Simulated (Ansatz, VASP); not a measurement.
# Sn2Bi2Te in VASP and in Ansatz

```
Sn Bi Te
1.0
     5.56322    0.00000    0.00000
    -2.78161    4.81789    0.00000
     0.00000    0.00000    6.46895
Sn Bi Te
2 2 1
Direct
  0.33333 0.66667 0.06518
  0.66667 0.33333 0.06518
  0.33333 0.66667 0.58092
  0.66667 0.33333 0.58092
  0.00000 0.00000 0.11119
```

Alike in both runs: functional PBE; k mesh 6 × 6 × 4; occupations gaussian, width 0.1 eV; no spin polarisation.

Ansatz relaxed the structure, and its values are those at the end. VASP's run is a single point on that final structure, the one shown.

|  | VASP | Ansatz |
| --- | --- | --- |
| version | VASP 6.6.1 | Ansatz 0.2.0 |
| potentials or method | VASP PAW PBE potentials, release 64 (Sn_d, Bi_d, Te), cutoff 520 eV | scalar-relativistic, plane waves, PAW |
| valence electrons in the cell | 64 | 74 |

|  | VASP | Ansatz | Ansatz less VASP |
| --- | --- | --- | --- |
| gap on the k mesh at the Fermi level (eV) | none | none | - |
| pressure (GPa) | -0.1 | 0.0 | +0.05 |
| rms of the force components (eV/Å) | 0.011 | 0.010 | -0.0008 |

A gap of «none» marks a metal or a gap that the smearing closes. VASP's potentials hold 64 valence electrons a cell and Ansatz's 74, so a difference there can come from the potentials and not from the codes.

Spin-orbit coupling is off throughout.
